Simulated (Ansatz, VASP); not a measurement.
**PbS in VASP and in Ansatz**

```xyz
4
Lattice="2.9115 -2.8706 0.0004 2.9695 2.9294 0.0584 -0.9630 0.1063 11.6985" Properties=species:S:1:pos:R:3 pbc="T T T"
Pb    3.9485    0.1133    7.4903
Pb    0.9695    0.0518    4.2670
S     1.0020    0.0794    7.0185
S     3.9160    0.0857    4.7388
```

Change from the starting cell: equal xy, yz and zx shear strains of +2 %.

Alike in both runs: task single point; functional PBE; k mesh 7 × 7 × 3; occupations fermi-dirac, width 0.01 eV; no spin polarisation.

|  | VASP | Ansatz |
| --- | --- | --- |
| version | VASP 6.6.1 | Ansatz 0.2.0 |
| potentials or method | VASP PAW PBE potentials, release 64 (Pb_d, S), cutoff 520 eV | all-electron LAPW, scalar-relativistic |

|  | VASP | Ansatz | Ansatz less VASP |
| --- | --- | --- | --- |
| gap on the k mesh at the Fermi level (eV) | 1.26 | 1.27 | +0.003 |
| rms of the force components (eV/Å) | 0.173 | 0.171 | -0.0015 |

Atom by atom the forces differ by 0.002 eV/Å (rms over components). Ansatz ran all-electron here, and VASP with PAW potentials.

Spin-orbit coupling is off throughout.
